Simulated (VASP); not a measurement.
A run of VASP 6.6.1 is set up as follows.

Contents of INCAR:

```
  ALGO = Normal
  EDIFF = 1E-6
  ENCUT = 520
  GGA = PE
  ISIF = 2
  ISMEAR = 0
  LASPH = T
  LCHARG = F
  LREAL = F
  LWAVE = F
  NBANDS = 16
  NELM = 80
  PREC = Accurate
  SIGMA = 0.05
```

Contents of KPOINTS:

```
k-points
0
Gamma
  9 9 6
```

Contents of POSCAR:

```
AlN
1.0
    3.2306000000      0.0000000000      0.0000000000
   -1.6153000000      2.7977816695      0.0000000000
    0.0000000000      0.0000000000      4.0620000000
Al N
2 2
Direct
    0.3333333333      0.6666666667      0.7500000000
    0.6666666667      0.3333333333      0.2500000000
    0.3333333333      0.6666666667      0.2500000000
    0.6666666667      0.3333333333      0.7500000000
```

Potentials or basis: VASP PAW PBE potentials, release 64 (Al, N).

Command:

```console
$ cat potpaw_PBE.64/Al/POTCAR potpaw_PBE.64/N/POTCAR > POTCAR
$ mpirun -np 1 vasp_std > vasp.out
```

(1) Predict the pressure.

(2) Estimate the band gap on the k mesh.

Answers

(1) 19.4 GPa.

(2) 3.88 eV, direct.
